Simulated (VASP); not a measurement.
Here is a VASP 6.6.1 calculation.

The input INCAR:

```
SYSTEM = K
ALGO     = Normal         ! electronic algorithm
EDIFF    = 1E-6           ! SCF threshold, eV
ENCUT    = 500            ! plane-wave cutoff, eV
GGA      = PS             ! functional
GGA_COMPAT= .False.      
ISIF     = 2              ! what is computed and relaxed
ISMEAR   = -1             ! smearing method
LASPH    = .True.         ! aspherical terms in the spheres
LCHARG   = .True.         ! write CHGCAR
LELF     = .True.         ! ELF
LREAL    = .False.        ! projectors in reciprocal space
LVHAR    = .True.       
LWAVE    = .False.        ! write WAVECAR
NBANDS   = 10             ! bands
NELM     = 120            ! most SCF steps
PREC     = Accurate       ! precision mode
SIGMA    = 0.1            ! smearing width, eV
```

KPOINTS

```
k-points
0
Gamma
  6 6 6
  0 0 0
```

Contents of POSCAR:

```
K
1.0
    3.9816800000      0.0000000000      0.0000000000
    0.0000000000      3.9816800000      0.0000000000
    0.0000000000      0.0000000000      3.9816800000
K
1
Direct
    0.5000000000      0.5000000000      0.5000000000
```

Potentials or basis: VASP PAW PBE potentials, release 64 (K_sv).

The run is started by

```sh
$ cat potpaw_PBE.64/K_sv/POTCAR > POTCAR
$ mpirun -np 1 vasp_std > vasp.out
```

**Question.** Estimate the band gap on the k mesh.

**Answer.** Zero (an odd number of electrons rules out a gap without spin polarisation).

**Question.** Predict the pressure.

**Answer.** 0.7 GPa.

Caveat: the PAW data sets were made with another functional, which shifts forces and pressure a little.
